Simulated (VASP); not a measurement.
Here is a VASP 6.6.1 calculation.

File INCAR:

```
SYSTEM = AlAu
  PREC = Accurate
  ENCUT = 520
  EDIFF = 1E-8
  ISMEAR = -1
  SIGMA = 0.05
  LREAL = .False.
  LASPH = .True.
  NELM = 100
  ALGO = Normal
  ISIF = 2
  LWAVE = .False.
  LCHARG = .False.
  GGA = CA
  LEFG = .True.
  NBANDS = 14
```

File KPOINTS:

```
Automatic mesh
0
Gamma
  11 11 11
  0 0 0
```

Contents of POSCAR:

```
AlAu
1.0
    2.7927046338      0.0000000000      0.0000000000
    0.0000000000      2.7927046338      0.0000000000
    0.0000000000      0.0000000000      2.7927046338
Al Au
1 1
Direct
    0.0000000000      0.0000000000      0.0000000000
    0.5000000000      0.5000000000      0.5000000000
```

Potentials or basis: VASP PAW LDA potentials, release 64 (Al, Au).

Run with:

```sh
$ cat potpaw_LDA.64/Al/POTCAR potpaw_LDA.64/Au/POTCAR > POTCAR
$ mpirun -np 1 vasp_std > vasp.out
```

**Question.** Estimate the band gap on the k mesh.

**Answer.** Zero (band 7 reaches 20.08 eV, above the bottom of band 8 at 16.55 eV).

**Question.** Predict the pressure.

**Answer.** 128.2 GPa.

Caveat: without QUAD_EFG the Cq values of the log hold for a quadrupole moment of 1 mb, not for the nuclei; spin-orbit coupling is left out, which moves the levels of the heavy elements.
